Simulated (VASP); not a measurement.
A run of VASP 6.6.1:

File INCAR:

```
SYSTEM = ScSbTe3
PREC     = Accurate       ! precision mode
ENCUT    = 600            ! plane-wave cutoff, eV
EDIFF    = 1E-6           ! SCF threshold, eV
ISMEAR   = 0              ! smearing method
SIGMA    = 0.1            ! smearing width, eV
LREAL    = .False.        ! projectors in reciprocal space
LASPH    = .True.         ! aspherical terms in the spheres
NELM     = 100            ! most SCF steps
ALGO     = Normal         ! electronic algorithm
ISIF     = 3              ! what is computed and relaxed
LWAVE    = .False.        ! write WAVECAR
LCHARG   = .False.        ! write CHGCAR
GGA      = PE             ! functional
IBRION   = 2              ! ionic algorithm
NSW      = 90             ! ionic steps
EDIFFG   = -0.04          ! ionic threshold
```

The input KPOINTS:

```
Automatic mesh
0
Gamma
  4 4 4
  0 0 0
```

POSCAR

```
ScSbTe3
1.0
    5.5864897400      0.0000000000      0.0000000000
    0.0000000000      5.5864897400      0.0000000000
    0.0000000000      0.0000000000      5.5864897400
Sc Sb Te
1 1 3
Direct
    0.0000000000      0.0000000000      0.0000000000
    0.5000000000      0.5000000000      0.5000000000
    0.0000000000      0.5000000000      0.5000000000
    0.5000000000      0.0000000000      0.5000000000
    0.5000000000      0.5000000000      0.0000000000
```

Potentials or basis: VASP PAW PBE potentials, release 64 (Sc_sv, Sb, Te).

Launch:

```console
$ cat potpaw_PBE.64/Sc_sv/POTCAR potpaw_PBE.64/Sb/POTCAR potpaw_PBE.64/Te/POTCAR > POTCAR
$ mpirun -np 1 vasp_std > vasp.out
```

Hardware: 1 thread of AMD EPYC 7R43 64-Core Processor (Zen 3), with other jobs on the host.

Estimate the wall time of this run.

It took 6.7 min on 1 thread of AMD EPYC 7R43 64-Core Processor (Zen 3), on a shared host, peak memory 0.32 GiB. Counts: scf iterations 64, k points 10, ion steps 3.
